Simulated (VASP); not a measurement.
# CdSe (P1) in VASP: relaxation of cell and atoms with PBE

Aim: the relaxation of cell and atoms of CdSe with PBE.

Program: VASP 6.6.1. These are calculated values, not measurements. Logs are shortened: lines on timing, memory, paths and dates and some standing lists are left out, and cuts for length are marked.

### 1 The cell of the first run

The typed cell holds 8 atoms: a = 4.167 Å, b = 4.009 Å, c = 13.259 Å, α = 89.06°, β = 91.88°, γ = 121.50°.

### 2 Relaxation of cell and atoms, PBE

Input file INCAR:

```
ALGO = Normal
EDIFF = 1E-7
EDIFFG = -0.025
ENCUT = 600
GGA = PE
IBRION = 2
ISIF = 3
ISMEAR = 0
LASPH = True
LCHARG = False
LREAL = False
LWAVE = False
NELM = 60
NSW = 80
PREC = Accurate
SIGMA = 0.2
```

Input file KPOINTS:

```
k-points
0
Gamma
  6 6 2
```

Input file POSCAR:

```
CdSe
1.0
    4.1667271110     -0.0063839660     -0.0670045070
   -2.0888922322      3.4212404577      0.0321874607
   -0.2208608645     -0.0050042781     13.2569319974
Cd Se
4 4
Direct
    1.0165993659      0.0133598975     -0.0091712743
   -0.0214155952     -0.0161096619      0.5024515158
    0.0194127274      0.0230369044      0.2508717576
   -0.0058299510     -0.0416381893      0.7460005161
    0.3378995763      0.6845820149      0.3786333996
    0.3350499403      0.6620024739      0.8840414118
    0.6682709494      0.3569259285      0.1252359247
    0.6500129869      0.3178406318      0.6219367488
```

Potentials or basis: VASP PAW PBE potentials, release 64 (Cd, Se).

The run is started by

```bash
$ cat potpaw_PBE.64/Cd/POTCAR potpaw_PBE.64/Se/POTCAR > POTCAR
$ mpirun -np 1 vasp_std > vasp.out
```

OUTCAR:

```text
EDIFF = 1E-7
   EDIFFG = -0.025
   ENCUT = 600
   GGA = PE
   IBRION = 2
   ISIF = 3
   ISMEAR = 0
   LASPH = True
   LREAL = False
   NELM = 60
   NSW = 80
   PREC = Accurate

 ion  position               nearest neighbor table
   1  0.017  0.013  0.991-   6 2.63   6 2.77   6 2.81   7 2.87   7 2.88   7 3.09   4 3.25   3 3.45

   2  0.979  0.984  0.502-   5 2.77   8 2.77   8 2.83   8 2.88   5 2.91   5 2.91   4 3.23   3 3.34

   3  0.019  0.023  0.251-   7 2.82   5 2.83   5 2.85   7 2.88   7 2.92   5 3.00   2 3.34   1 3.45

   4  0.994  0.958  0.746-   8 2.74   6 2.88   8 2.89   8 2.96   6 3.02   6 3.03   2 3.23   1 3.25

   5  0.338  0.685  0.379-   2 2.77   3 2.83   3 2.85   2 2.91   2 2.91   3 3.00
   6  0.335  0.662  0.884-   1 2.63   1 2.77   1 2.81   4 2.88   4 3.02   4 3.03
   7  0.668  0.357  0.125-   3 2.82   1 2.87   1 2.88   3 2.88   3 2.92   1 3.09
   8  0.650  0.318  0.622-   4 2.74   2 2.77   2 2.83   2 2.88   4 2.89   4 2.96

  LATTYP: Found a triclinic cell.
 ALAT       =     4.0086647477
 B/A-ratio  =     1.7053325304
 C/A-ratio  =     3.4993611865
 COS(alpha) =     0.0002389101
 COS(beta)  =     0.1706977909
 COS(gamma) =     0.8542999556

  Lattice vectors:

 A1 = (   2.0888922322,  -3.4212404577,  -0.0321874607)
 A2 = (   0.0110573534,  -6.8360969494,   0.0026295856)
 A3 = (   4.3875879755,  -0.0013796879, -13.3239365044)

Analysis of symmetry for initial positions (statically):
=====================================================================
 Subroutine PRICEL returns:
 Original cell was already a primitive cell.

 Routine SETGRP: Setting up the symmetry group for a
 triclinic supercell.

 Subroutine GETGRP returns: Found  1 space group operations
 (whereof  1 operations were pure point group operations)
 out of a pool of  2 trial point group operations.

The static configuration has the point symmetry C_1 .

Analysis of symmetry for dynamics (positions and initial velocities):
=====================================================================
 Subroutine PRICEL returns:
 Original cell was already a primitive cell.

 Routine SETGRP: Setting up the symmetry group for a
 triclinic supercell.

 Subroutine GETGRP returns: Found  1 space group operations
 (whereof  1 operations were pure point group operations)
 out of a pool of  2 trial point group operations.

The dynamic configuration has the point symmetry C_1 .

 Subroutine INISYM returns: Found  1 space group operations
 (whereof  1 operations are pure point group operations),
 and found     1 'primitive' translations

----------------------------------------------------------------------------------------

                                     Primitive cell

  volume of cell :     188.7551

  direct lattice vectors                    reciprocal lattice vectors
     4.166727111 -0.006383966 -0.067004507     0.240286505  0.146672526  0.004058547
    -2.088892232  3.421240458  0.032187461     0.000450145  0.292565378  0.000117938
    -0.220860865 -0.005004278 13.256931997     0.001213387  0.000030986  0.075452461

  length of vectors
     4.167270711  4.008664748 13.258772588     0.281543790  0.292565748  0.075462223

  position of ions in fractional coordinates (direct lattice)
     0.016599366  0.013359898  0.990828726
     0.978584405  0.983890338  0.502451516
     0.019412727  0.023036904  0.250871758
     0.994170049  0.958361811  0.746000516
     0.337899576  0.684582015  0.378633400
     0.335049940  0.662002474  0.884041412
     0.668270949  0.356925928  0.125235925
     0.650012987  0.317840632  0.621936749

  ion indices of the primitive-cell ions
   primitive index   ion index
                 1           1
                 2           2
                 3           3
                 4           4
                 5           5
                 6           6
                 7           7
                 8           8

----------------------------------------------------------------------------------------

 KPOINTS: k-points

Automatic generation of k-mesh.
 Grid dimensions read from file:
 generate k-points for:    6    6    2

 Generating k-lattice:

  Cartesian coordinates                     Fractional coordinates (reciprocal lattice)
     0.040047751  0.024445421  0.000676424     0.166666667  0.000000000  0.000000000
     0.000075024  0.048760896  0.000019656    -0.000000000  0.166666667  0.000000000
     0.000606694  0.000015493  0.037726231     0.000000000 -0.000000000  0.500000000

  Length of vectors
     0.046923965  0.048760958  0.037731112

  Shift w.r.t. Gamma in fractional coordinates (k-lattice)
     0.000000000  0.000000000  0.000000000

 Subroutine IBZKPT returns following result:
 ===========================================

 Found     40 irreducible k-points:

 Following reciprocal coordinates:
            Coordinates               Weight
  0.000000  0.000000  0.000000      1.000000
  0.166667  0.000000 -0.000000      2.000000
  0.333333 -0.000000  0.000000      2.000000
  0.500000  0.000000  0.000000      1.000000
  0.000000  0.166667  0.000000      2.000000
  0.166667  0.166667 -0.000000      2.000000
[... 16 lines left out ...]
  0.333333 -0.000000  0.500000      2.000000
  0.500000  0.000000  0.500000      1.000000
 [... further k-points ...]
   k-points           NKPTS =     40   k-points in BZ     NKDIM =     40   number of bands    NBANDS=     43
   number of dos      NEDOS =    301   number of ions     NIONS =      8
   total plane-waves  NPLWV = 124416
   dimension x,y,z NGX =    36 NGY =   32 NGZ =  108
   dimension x,y,z NGXF=    72 NGYF=   64 NGZF=  216
   ions per type =               4   4
   NGX,Y,Z   is equivalent  to a cutoff of  14.36, 13.27, 13.54 a.u.
   NGXF,Y,Z  is equivalent  to a cutoff of  28.72, 26.54, 27.08 a.u.
 SYSTEM =  unknown system
   PREC   = accura    normal or accurate (medium, high low for compatibility)
   ISTART =      0    job   : 0-new  1-cont  2-samecut
   ICHARG =      2    charge: 1-file 2-atom 10-const
   ISPIN  =      1    spin polarized calculation?
   LNONCOLLINEAR =      F non collinear calculations
   LSORBIT =      F    spin-orbit coupling
   LASPH  =      T    aspherical Exc in radial PAW
   ENCUT  =  600.0 eV  44.10 Ry    6.64 a.u.   8.32  8.01 26.48*2*pi/ulx,y,z
   NELM   =     60;   NELMIN=  2; NELMDL= -5     # of ELM steps
   EDIFF  = 0.1E-06   stopping-criterion for ELM
   LREAL  =      F    real-space projection
   EDIFFG = -.3E-01   stopping-criterion for IOM
   NSW    =     80    number of steps for IOM
   IBRION =      2    ionic relax: 0-MD 1-quasi-New 2-CG
   NFREE  =      1    steps in history (QN), initial steepest desc. (CG)
   ISIF   =      3    stress and relaxation
   ISYM   =      2    0-nonsym 1-usesym 2-fastsym
   POTIM  = 0.5000    time-step for ionic-motion
   TEBEG  =    0.0;   TEEND  =   0.0 temperature during run
   PSTRESS=    0.0 pullay stress
   NELECT =      72.0000    total number of electrons
   NUPDOWN=      -1.0000    fix difference up-down
   EMIN   =  10.00;   EMAX   =-10.00  energy-range for DOS
   EFERMI =   0.00;   METHOD = LEGACY
   ISMEAR =     0;   SIGMA  =   0.20  broadening in eV -4-tet -1-fermi 0-gaus
   EFERMI_NEDOS =   21; number of points for ismear=-14 and -15
   IALGO  =     38    algorithm
   IMIX   =      4    mixing-type and parameters
     AMIX     =   0.40;   BMIX     =  1.00
     AMIX_MAG =   1.60;   BMIX_MAG =  1.00
  volume/ion in A,a.u.               =      23.59       159.22
  Fermi-wavevector in a.u.,A,eV,Ry     =   1.187279  2.243632 19.179195  1.409631
  Thomas-Fermi vector in A             =   2.323434
   LORBIT       =      0    0 simple, 1 ext, 2 COOP (PROOUT), +10 PAW based schemes
   GGA     = PE    functional components
   LHFCALC =     F    Hartree Fock is set to
   AEXX    =    0.0000 exact exchange contribution
   IVDW    =     0    specifies the selected vdW correction
   LEPSILON=     F    determine dielectric tensor
   LRPA    =     F    only Hartree local field effects (RPA)
 conjugate gradient relaxation of ions
 non-spin polarized calculation
 Gauss-broadening in eV      SIGMA  =   0.20
  energy-cutoff  :      600.00
  volume of cell :      188.76
 maximum number of plane-waves:      6360
 NGX is ok and might be reduce to    36
   NGX = 17   NGY = 15   NGZ = 53

--------------------------------------- Ionic step        1  -------------------------------------------

 number of electron      72.0000005 magnetization

 Free energy of the ion-electron system (eV)
  ---------------------------------------------------
  ext. energy  EPLUGINS =         0.00000000
  ---------------------------------------------------
  free energy    TOTEN  =       -20.40095507 eV

  energy without entropy =      -20.38715727  energy(sigma->0) =      -20.39405617

------------------------ aborting loop because EDIFF is reached ----------------------------------------

  FORCE on cell =-STRESS in cart. coord.  units (eV):
  Direction    XX          YY          ZZ          XY          YZ          ZX
  --------------------------------------------------------------------------------------
  -------------------------------------------------------------------------------------
  Total        1.1104364      3.2662858      2.5433624      0.1509214     -0.1624461      0.2110451
  in kB        9.4255239     27.7246439     21.5883796      1.2810401     -1.3788632      1.7913775
  external PRESSURE =      19.5795158 kB  Pullay stress =       0.0000000 kB
[... 107 lines left out ...]
  FREE ENERGIE OF THE ION-ELECTRON SYSTEM (eV)
  ---------------------------------------------------
  free  energy   TOTEN  =       -20.5197094509 eV

  energy  without entropy=      -20.5071911628  energy(sigma->0) =      -20.51345031

[... ionic steps 4 to 15 ...]

--------------------------------------- Ionic step       16  -------------------------------------------

 number of electron      72.0000010 magnetization

------------------------ aborting loop because EDIFF is reached ----------------------------------------
[... 79 lines left out ...]
--------------------------------------- Ionic step       18  -------------------------------------------

 number of electron      72.0000013 magnetization

 Free energy of the ion-electron system (eV)
  ---------------------------------------------------
  ext. energy  EPLUGINS =         0.00000000
  ---------------------------------------------------
  free energy    TOTEN  =       -20.59755289 eV

  energy without entropy =      -20.58414228  energy(sigma->0) =      -20.59084758

 E-fermi :   2.3399     XC(G=0):  -9.9096

 val. band max:        2.1609238667   @ k =  -0.1667   0.1667   0.0000
 cond. band min:       2.4492050775   @ k =   0.3333   0.3333   0.0000
 fundamental gap:      0.2882812108
 Fermi energy:         2.3398728195

 k-point     1 :       0.0000    0.0000    0.0000
  band No.  band energies     occupation
      1     -10.6753      2.00000
      2     -10.2913      2.00000
      3     -10.2855      2.00000
      4      -9.8113      2.00000
      5      -6.0688      2.00000
      6      -6.0327      2.00000
[... 1093 lines left out ...]
     42       6.7341      0.00000
     43       7.7510      0.00000

 [... further k-points ...]

------------------------ aborting loop because EDIFF is reached ----------------------------------------

  FORCE on cell =-STRESS in cart. coord.  units (eV):
  Direction    XX          YY          ZZ          XY          YZ          ZX
  --------------------------------------------------------------------------------------
  -------------------------------------------------------------------------------------
  Total        0.0631259      0.1243808      0.0888208      0.0096598     -0.0129895      0.0192990
  in kB        0.5254462      1.0353184      0.7393247      0.0804061     -0.1081217      0.1606406
  external PRESSURE =       0.7666964 kB  Pullay stress =       0.0000000 kB
[... 23 lines left out ...]
  FREE ENERGIE OF THE ION-ELECTRON SYSTEM (eV)
  ---------------------------------------------------
  free  energy   TOTEN  =       -20.5975528890 eV

  energy  without entropy=      -20.5841422797  energy(sigma->0) =      -20.59084758

 reached required accuracy - stopping structural energy minimisation
```

Run time: 49 min. Hardware: 1 thread of Intel Xeon Platinum 8488C (Sapphire Rapids), shared host; peak memory 0.58 GiB.

What came out:

- Free energy: -20.5976 eV
- Relaxed volume: 24.06 Å³/atom
- Relaxed cell: a = 4.074 Å, b = 4.069 Å, c = 13.415 Å, α = 89.69°, β = 90.23°, γ = 120.06°
- Space group after relaxing (to 0.1 Å): C2 (No. 5)
- Energy gained by relaxing: 24.6 meV/atom
- Ionic steps: 18
- Pressure after relaxing: 0.1 GPa
- Largest force after relaxing: 0.025 eV/Å
- Band gap on the k mesh: zero (bands 36 and 37 overlap by 0.04 eV)

Forces in eV/Å, atoms in the order of the input:
```
Cd   0.000 -0.014 -0.020
Cd   0.013  0.019  0.004
Cd   0.015 -0.013  0.014
Cd   0.010  0.018 -0.009
Se  -0.003 -0.020 -0.014
Se  -0.013  0.009  0.010
Se  -0.015 -0.002  0.020
Se  -0.007  0.003 -0.003
```

Step by step:
```
step  energy change (eV)  largest force (eV/Å)  pressure (GPa)  volume (Å³)
   1              0.0000                0.9341            1.96       188.76
   2             -0.1178                0.4290           -0.84       196.73
   3             -0.1188                0.3879           -1.09       197.56
   4             -0.1640                0.1883           -0.44       194.88
   5             -0.1774                0.1586            0.23       192.52
   6             -0.1838                0.1173            0.00       193.16
   7             -0.1871                0.1063           -0.31       194.04
   8             -0.1909                0.0711            0.12       192.57
   9             -0.1909                0.0716            0.16       192.45
  10             -0.1927                0.0531            0.01       192.87
  11             -0.1930                0.0454           -0.07       193.12
  12             -0.1939                0.0391            0.03       192.76
  13             -0.1943                0.0521            0.15       192.36
  14             -0.1949                0.0497            0.08       192.57
  15             -0.1954                0.0467           -0.07       193.03
  16             -0.1959                0.0399           -0.04       192.90
  17             -0.1966                0.0256            0.06       192.54
  18             -0.1966                0.0249            0.08       192.48
```

Final structure:
```
Cd Se
1.0
     4.07377   -0.00071   -0.00895
    -2.03767    3.52238    0.01167
    -0.02380    0.02654   13.41542
Cd Se
4 4
Cartesian
  0.0267 0.0263 0.0043
  1.9977 3.5040 6.7135
  -0.0193 0.0725 3.3538
  2.0227 3.4738 10.0680
  -0.0299 2.3901 5.0347
  0.0020 2.3456 11.7397
  2.0480 1.2298 1.6689
  2.0132 1.1374 8.3820
```

Levels at points of the mesh, in eV from the Fermi level:
| k point | band 33 | band 34 | band 35 | band 36 | band 37 | band 38 | band 39 | band 40 |
| --- | --- | --- | --- | --- | --- | --- | --- | --- |
| (0.00, 0.00, 0.00) | -0.49 | -0.48 | -0.38 | -0.22 | -0.22 | 2.20 | 2.21 | 2.65 |
| (0.50, 0.00, 0.00) | -1.50 | -1.34 | -1.33 | -0.24 | 1.42 | 1.43 | 1.85 | 2.95 |
| (0.00, 0.50, 0.00) | -1.48 | -1.35 | -1.34 | -0.24 | 1.41 | 1.42 | 1.86 | 2.94 |
| (0.50, 0.50, 0.00) | -1.49 | -1.34 | -1.32 | -0.24 | 1.42 | 1.42 | 1.85 | 2.96 |
| (0.00, 0.00, 0.50) | -0.33 | -0.31 | -0.28 | -0.26 | 1.01 | 1.01 | 2.64 | 2.65 |
| (0.50, 0.00, 0.50) | -1.28 | -1.19 | -0.61 | -0.61 | 0.94 | 0.99 | 2.59 | 2.65 |
| (0.00, 0.50, 0.50) | -1.30 | -1.17 | -0.63 | -0.60 | 0.92 | 1.01 | 2.57 | 2.65 |
| (0.50, 0.50, 0.50) | -1.27 | -1.19 | -0.61 | -0.60 | 0.93 | 1.00 | 2.60 | 2.65 |

Caveat: semilocal functionals underestimate gaps, and a narrow one can read as zero.

The gap in the log of VASP goes by the Fermi energy; the results here count the filled bands.